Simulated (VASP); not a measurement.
# AlN (Pm) in VASP: further runs

Runs on AlN. Level: PBE. Tasks: single point.

All numbers are computed with VASP 6.6.1; they aren't measurements. Logs are shortened: lines on timing, memory, paths and dates and some standing lists are left out, and cuts for length are marked.

## 1. The cell of the first run

It takes space group Pm (No. 6, monoclinic). The conventional cell has a = 3.313 Å, b = 4.187 Å, c = 5.739 Å, α = 90.00°, β = 90.00°, γ = 90.00°. Within 1.7 Å of Al (site symmetry m) lie 1 N at 1.24 Å. Within 2.5 Å of Al (site symmetry m) lie 5 N at 1.91 to 2.09 Å. Al (site symmetry m) has 5 N at 1.91 to 2.09 Å within 2.5 Å. Within 2.5 Å of Al (site symmetry m) lie 5 N at 1.91 to 2.09 Å and 2 Al at 2.43 Å. Within 2.5 Å of N (site symmetry m) lie 5 Al at 1.91 to 2.21 Å. N (site symmetry m) has 5 Al at 1.91 to 2.09 Å within 2.5 Å. N (site symmetry m) has 5 Al at 1.91 to 2.47 Å within 2.5 Å. Within 1.7 Å of N (site symmetry m) lie 1 Al at 1.24 Å.

## 2. Single point, PBE (atom 1 (Al) moved by -0.504 Å along [1 0 0] and -0.504 Å along [1 2 0])

Contents of INCAR:

```
PREC = Accurate
ENCUT = 520
EDIFF = 1E-6
ISMEAR = 0
SIGMA = 0.05
LREAL = False
LASPH = True
NELM = 60
ALGO = Normal
ISIF = 2
LWAVE = False
LCHARG = True
GGA = PE
LELF = True
LVHAR = True
NBANDS = 26
```

Contents of KPOINTS:

```
regular mesh
0
Gamma
  8 6 4
```

Contents of POSCAR:

```
AlN
1.0
   -1.6567491617      2.8695737234      0.0000000000
    0.0000000000      0.0000000000      4.1874629526
    4.9702474850      2.8695737234      0.0000000000
Al N
4 4
Direct
    0.4443256687      0.7500000000      0.0467051550
    0.0000000000      0.7500000000      0.6666666667
    0.0000000000      0.2500000000      0.3333333333
    0.5000000000      0.2500000000      0.8333333333
    0.5000000000      0.2500000000      0.1666666667
    0.0000000000      0.2500000000      0.6666666667
    0.0000000000      0.7500000000      0.3333333333
    0.5000000000      0.7500000000      0.8333333333
```

Potentials or basis: VASP PAW PBE potentials, release 64 (Al, N).

Launch:

```console
$ cat potpaw_PBE.64/Al/POTCAR potpaw_PBE.64/N/POTCAR > POTCAR
$ mpirun -np 1 vasp_std > vasp.out
```

OUTCAR:

```text
PREC = Accurate
   ENCUT = 520
   EDIFF = 1E-6
   ISMEAR = 0
   LREAL = False
   LASPH = True
   NELM = 60
   ISIF = 2
   GGA = PE

 ion  position               nearest neighbor table
   1  0.444  0.750  0.047-   8 1.24   7 2.21   5 2.21   5 2.21   4 2.43   4 2.43   7 2.47   2 2.63
                             2 2.85   3 3.04   3 3.04   3 3.24   3 3.24
   2  0.000  0.750  0.667-   8 1.91   8 1.91   7 1.91   6 2.09   6 2.09   1 2.63   4 2.84   4 2.84
                             4 2.84   4 2.84   3 2.84   3 2.84   1 2.85
   3  0.000  0.250  0.333-   5 1.91   5 1.91   6 1.91   7 2.09   7 2.09   2 2.84   2 2.84   1 3.04
                             1 3.04   1 3.24   1 3.24   4 3.31   4 3.31   4 3.31   4 3.31
   4  0.500  0.250  0.833-   6 1.91   6 1.91   5 1.91   8 2.09   8 2.09   1 2.43   1 2.43   2 2.84
                             2 2.84   2 2.84   2 2.84   3 3.31   3 3.31   3 3.31   3 3.31
   5  0.500  0.250  0.167-   3 1.91   3 1.91   4 1.91   1 2.21   1 2.21
   6  0.000  0.250  0.667-   4 1.91   4 1.91   3 1.91   2 2.09   2 2.09
   7  0.000  0.750  0.333-   2 1.91   3 2.09   3 2.09   1 2.21   1 2.47
   8  0.500  0.750  0.833-   1 1.24   2 1.91   2 1.91   4 2.09   4 2.09

 -----------------------------------------------------------------------------
|                                                                             |
|           W    W    AA    RRRRR   N    N  II  N    N   GGGG   !!!           |
|           W    W   A  A   R    R  NN   N  II  NN   N  G    G  !!!           |
|           W    W  A    A  R    R  N N  N  II  N N  N  G       !!!           |
|           W WW W  AAAAAA  RRRRR   N  N N  II  N  N N  G  GGG   !            |
|           WW  WW  A    A  R   R   N   NN  II  N   NN  G    G                |
|           W    W  A    A  R    R  N    N  II  N    N   GGGG   !!!           |
|                                                                             |
|     The distance between some ions is very small. Please check the          |
|     nearest-neighbor list in the OUTCAR file.                               |
|     I HOPE YOU KNOW WHAT YOU ARE DOING!                                     |
|                                                                             |
 -----------------------------------------------------------------------------

  LATTYP: Found a simple orthorhombic cell.
 ALAT       =     3.3134983233
 B/A-ratio  =     1.2637588868
 C/A-ratio  =     1.7320508076

  Lattice vectors:

 A1 = (  -1.6567491617,   2.8695737234,   0.0000000000)
 A2 = (   0.0000000000,   0.0000000000,   4.1874629526)
 A3 = (   4.9702474850,   2.8695737234,   0.0000000000)

Analysis of symmetry for initial positions (statically):
=====================================================================
 Subroutine PRICEL returns:
[... 144 lines left out ...]
   ISYM   =      2    0-nonsym 1-usesym 2-fastsym
   POTIM  = 0.5000    time-step for ionic-motion
   TEBEG  =    0.0;   TEEND  =   0.0 temperature during run
   PSTRESS=    0.0 pullay stress
   NELECT =      32.0000    total number of electrons
   NUPDOWN=      -1.0000    fix difference up-down
   EMIN   =  10.00;   EMAX   =-10.00  energy-range for DOS
   EFERMI =   0.00;   METHOD = LEGACY
   ISMEAR =     0;   SIGMA  =   0.05  broadening in eV -4-tet -1-fermi 0-gaus
   EFERMI_NEDOS =   21; number of points for ismear=-14 and -15
   IALGO  =     38    algorithm
   IMIX   =      4    mixing-type and parameters
     AMIX     =   0.40;   BMIX     =  1.00
     AMIX_MAG =   1.60;   BMIX_MAG =  1.00
  volume/ion in A,a.u.               =       9.95        67.17
  Fermi-wavevector in a.u.,A,eV,Ry     =   1.208082  2.282944 19.857191  1.459462
  Thomas-Fermi vector in A             =   2.343701
   LORBIT       =      0    0 simple, 1 ext, 2 COOP (PROOUT), +10 PAW based schemes
   GGA     = PE    functional components
   LHFCALC =     F    Hartree Fock is set to
   AEXX    =    0.0000 exact exchange contribution
   IVDW    =     0    specifies the selected vdW correction
   LEPSILON=     F    determine dielectric tensor
   LRPA    =     F    only Hartree local field effects (RPA)
 non-spin polarized calculation
 Gauss-broadening in eV      SIGMA  =   0.05
  energy-cutoff  :      520.00
  volume of cell :       79.63
 maximum number of plane-waves:      2174
 NGX is ok and might be reduce to    28
   NGX = 13   NGY = 15   NGZ = 21

 number of electron      31.9999993 magnetization

 Free energy of the ion-electron system (eV)
  ---------------------------------------------------
  ext. energy  EPLUGINS =         0.00000000
  ---------------------------------------------------
  free energy    TOTEN  =       -46.32781192 eV

  energy without entropy =      -46.32781192  energy(sigma->0) =      -46.32781192

 E-fermi :   9.0256     XC(G=0): -11.1317

 val. band max:        8.7587875939   @ k =   0.0000   0.0000   0.5000
 cond. band min:       9.5800226413   @ k =   0.0000   0.0000   0.0000
 fundamental gap:      0.8212350474
 Fermi energy:         9.0256152791

 k-point     1 :       0.0000    0.0000    0.0000
  band No.  band energies     occupation
      1      -9.9686      2.00000
      2      -6.9706      2.00000
      3      -6.4628      2.00000
      4      -4.1428      2.00000
      5      -0.1858      2.00000
      6       1.4160      2.00000
[... 685 lines left out ...]
     25      17.3497      0.00000
     26      17.7419      0.00000

 [... further k-points ...]
[... 5 lines left out ...]
  --------------------------------------------------------------------------------------
  -------------------------------------------------------------------------------------
  Total       50.1437954      7.8555458      1.3392552     19.8648349      0.0000000      0.0000000
  in kB     1008.8873343    158.0526685     26.9456588    399.6781696      0.0000000      0.0000000
  external PRESSURE =     397.9618872 kB  Pullay stress =       0.0000000 kB

 VOLUME and BASIS-vectors are now :
 -----------------------------------------------------------------------------
  energy-cutoff  :      520.00
  volume of cell :       79.63
      direct lattice vectors                 reciprocal lattice vectors
    -1.656749162  2.869573723  0.000000000    -0.150897919  0.261362862  0.000000000
     0.000000000  0.000000000  4.187462953     0.000000000  0.000000000  0.238808083
     4.970247485  2.869573723  0.000000000     0.150897919  0.087120954  0.000000000

 POSITION                                       TOTAL-FORCE (eV/Angst)
 -----------------------------------------------------------------------------------
     -0.50400      1.40905      3.14060        52.880800     22.836319      0.000000
      3.31350      1.91305      3.14060        -3.363373     -2.237238      0.000000
      1.65675      0.95652      1.04687        -0.788515     -0.584726      0.000000
      3.31350      3.82610      1.04687        -0.764377     -0.004061      0.000000
      0.00000      1.91305      1.04687        -2.447068     -1.948916      0.000000
      3.31350      1.91305      1.04687         1.374781      0.790871      0.000000
      1.65675      0.95652      3.14060        -1.156951     -0.392254      0.000000
      3.31350      3.82610      3.14060       -45.735298    -18.459996      0.000000
 -----------------------------------------------------------------------------------
    total drift:                               -0.001701     -0.000597      0.000000

  FREE ENERGIE OF THE ION-ELECTRON SYSTEM (eV)
  ---------------------------------------------------
  free  energy   TOTEN  =       -46.3278119189 eV

  energy  without entropy=      -46.3278119189  energy(sigma->0) =      -46.32781192
```

OSZICAR:

```text
N       E                     dE             d eps       ncg     rms          rms(c)
DAV:   1     0.124273704569E+03    0.12427E+03   -0.14959E+04  3744   0.111E+03
DAV:   2    -0.481765976674E+02   -0.17245E+03   -0.16095E+03  4940   0.234E+02
DAV:   3    -0.584132211151E+02   -0.10237E+02   -0.10165E+02  5082   0.595E+01
DAV:   4    -0.585151094928E+02   -0.10189E+00   -0.10181E+00  4560   0.660E+00
DAV:   5    -0.585166895037E+02   -0.15800E-02   -0.15795E-02  4970   0.818E-01    0.195E+01
DAV:   6    -0.465292498959E+02    0.11987E+02   -0.32439E+01  4664   0.326E+01    0.734E+00
DAV:   7    -0.464038466494E+02    0.12540E+00   -0.22075E+00  4616   0.876E+00    0.414E+00
DAV:   8    -0.463383093936E+02    0.65537E-01   -0.10080E-01  4768   0.241E+00    0.178E+00
DAV:   9    -0.463275583525E+02    0.10751E-01   -0.36621E-02  4864   0.141E+00    0.385E-01
DAV:  10    -0.463276431431E+02   -0.84791E-04   -0.71625E-03  4866   0.575E-01    0.280E-01
DAV:  11    -0.463277404634E+02   -0.97320E-04   -0.98218E-04  4548   0.249E-01    0.147E-01
DAV:  12    -0.463278087411E+02   -0.68278E-04   -0.42344E-04  4406   0.131E-01    0.483E-02
DAV:  13    -0.463278125496E+02   -0.38085E-05   -0.29087E-05  4832   0.437E-02    0.142E-02
DAV:  14    -0.463278119189E+02    0.63077E-06   -0.82176E-06  4820   0.213E-02
   1 F= -.46327812E+02 E0= -.46327812E+02  d E =-.633101E-16
```

stdout:

```text
POSCAR found type information on POSCAR AlN
 POSCAR found :  2 types and       8 ions
 scaLAPACK will be used
 LDA part: xc-table for (Slater+PW92), standard interpolation
 -----------------------------------------------------------------------------
|                                                                             |
|           W    W    AA    RRRRR   N    N  II  N    N   GGGG   !!!           |
|           W    W   A  A   R    R  NN   N  II  NN   N  G    G  !!!           |
|           W    W  A    A  R    R  N N  N  II  N N  N  G       !!!           |
|           W WW W  AAAAAA  RRRRR   N  N N  II  N  N N  G  GGG   !            |
|           WW  WW  A    A  R   R   N   NN  II  N   NN  G    G                |
|           W    W  A    A  R    R  N    N  II  N    N   GGGG   !!!           |
|                                                                             |
|     The distance between some ions is very small. Please check the          |
|     nearest-neighbor list in the OUTCAR file.                               |
|     I HOPE YOU KNOW WHAT YOU ARE DOING!                                     |
|                                                                             |
 -----------------------------------------------------------------------------

 POSCAR, INCAR and KPOINTS ok, starting setup
 FFT: planning ... GRIDC
 FFT: planning ... GRID_SOFT
 FFT: planning ... GRID
 WAVECAR not read
 entering main loop
```

It took 69 s on 1 thread of Intel Xeon 6975P-C (Granite Rapids), shared host; peak memory 0.25 GiB.

What came out:

```
Free energy            : -46.3278 eV
Pressure               : 39.8 GPa
Largest force          : 57.601 eV/Å
Band gap on the k mesh : 0.82 eV (least direct gap 0.88 eV)
```

Forces in eV/Å, atoms in the order of the input:
```
Al   52.881  22.836   0.000
Al   -3.363  -2.237   0.000
Al   -0.789  -0.585   0.000
Al   -0.764  -0.004   0.000
N    -2.447  -1.949   0.000
N     1.375   0.791   0.000
N    -1.157  -0.392   0.000
N   -45.735 -18.460   0.000
```

Levels at points of the mesh, in eV from the valence-band top:
```tsv
k point	band 14	band 15	band 16	band 17	band 18	band 19
(0.00, 0.00, 0.00)	-2.49	-0.72	-0.05	0.82	2.52	3.93
(0.50, 0.00, 0.00)	-2.55	-2.50	-2.28	3.70	3.71	4.76
(0.00, 0.50, 0.00)	-2.14	-1.77	-0.59	1.95	3.75	4.49
(0.50, 0.50, 0.00)	-2.35	-0.94	-0.73	3.93	4.24	5.26
(0.00, 0.00, 0.50)	-3.26	-1.07	0.00	1.85	3.93	4.72
(0.50, 0.00, 0.50)	-2.77	-2.04	-1.79	2.19	3.24	4.73
(0.00, 0.50, 0.50)	-1.77	-1.76	-0.66	1.69	3.84	4.33
(0.50, 0.50, 0.50)	-2.73	-1.65	-1.08	3.14	3.33	4.36
```

Caveat: the cell differs from its parent crystal (atom 1 (Al) moved by -0.504 Å along [1 0 0] and -0.504 Å along [1 2 0]); atoms lie so close that the PAW spheres overlap strongly, which falsifies energies and pressures; the stress differs along the axes, from 3 to 101 GPa; forces of over 1 eV/Å act on the atoms, so gaps and moduli don't describe the material at rest.

## 3. Single point, PBE (atom 1 (Al) moved by -0.252 Å along [1 0 0] and +0.000 Å along [1 2 0])

Contents of INCAR:

```
PREC = Accurate ; ENCUT = 520
EDIFF = 1E-6 ; ISMEAR = 0
SIGMA = 0.05 ; LREAL = F
LASPH = T ; NELM = 60
ALGO = Normal ; ISIF = 2
LWAVE = F ; LCHARG = F
GGA = PE ; NBANDS = 26
```

KPOINTS is that of step 2.

Edit POSCAR of step 2 so:

```diff
@@ -8,3 +8,3 @@
 Direct
-    0.4443256687      0.7500000000      0.0467051550
+    0.5380262755      0.7500000000      0.1286403912
     0.0000000000      0.7500000000      0.6666666667
```

Potentials or basis: VASP PAW PBE potentials, release 64 (Al, N).

Launch:

```console
$ cat potpaw_PBE.64/Al/POTCAR potpaw_PBE.64/N/POTCAR > POTCAR
$ mpirun -np 1 vasp_std > vasp.out
```

It took 72 s on 1 thread of Intel Xeon 6975P-C (Granite Rapids), shared host; peak memory 0.25 GiB.

It converged, with:

```yaml
Free_energy: -57.9376 eV
Pressure: 2.6 GPa
Largest_force: 6.353 eV/Å
Band_gap_on_the_k_mesh: 3.00 eV
```

Forces in eV/Å, atoms in the order of the input:
```
Al   5.901  2.352  0.000
Al  -1.070 -0.555  0.000
Al  -0.269  0.078  0.000
Al  -0.117 -0.203  0.000
N   -0.997 -0.245  0.000
N    0.406  0.260  0.000
N   -0.948  0.040  0.000
N   -2.907 -1.727  0.000
```

Stress tensor (GPa, compression positive):
```
5.17 6.27 0.00
6.27 2.42 0.00
0.00 0.00 0.09
```

Levels at points of the mesh, in eV from the valence-band top:
```
           k point  band 13  band 14  band 15  band 16  band 17  band 18  band 19  band 20
(0.00, 0.00, 0.00)    -2.00    -1.71    -0.80     0.00     3.00     3.81     4.43     7.05
(0.50, 0.00, 0.00)    -2.71    -2.39    -2.27    -2.14     5.29     5.47     5.84     6.07
(0.00, 0.50, 0.00)    -2.46    -1.75    -1.68    -1.51     4.55     4.94     5.60     5.85
(0.50, 0.50, 0.00)    -1.44    -1.24    -0.81    -0.73     5.72     5.72     6.23     6.44
(0.00, 0.00, 0.50)    -1.87    -1.50    -0.85    -0.73     4.22     4.93     5.93     5.98
(0.50, 0.00, 0.50)    -2.90    -2.63    -1.61    -1.38     3.55     4.06     6.69     6.92
(0.00, 0.50, 0.50)    -2.16    -1.88    -1.58    -1.55     4.51     5.16     5.34     5.98
(0.50, 0.50, 0.50)    -2.18    -2.02    -1.41    -1.35     4.67     4.80     5.24     5.41
```

Caveat: the cell differs from its parent crystal (atom 1 (Al) moved by -0.252 Å along [1 0 0] and +0.000 Å along [1 2 0]); the stress differs along the axes, from 0 to 5 GPa; forces of over 1 eV/Å act on the atoms, so gaps and moduli don't describe the material at rest.
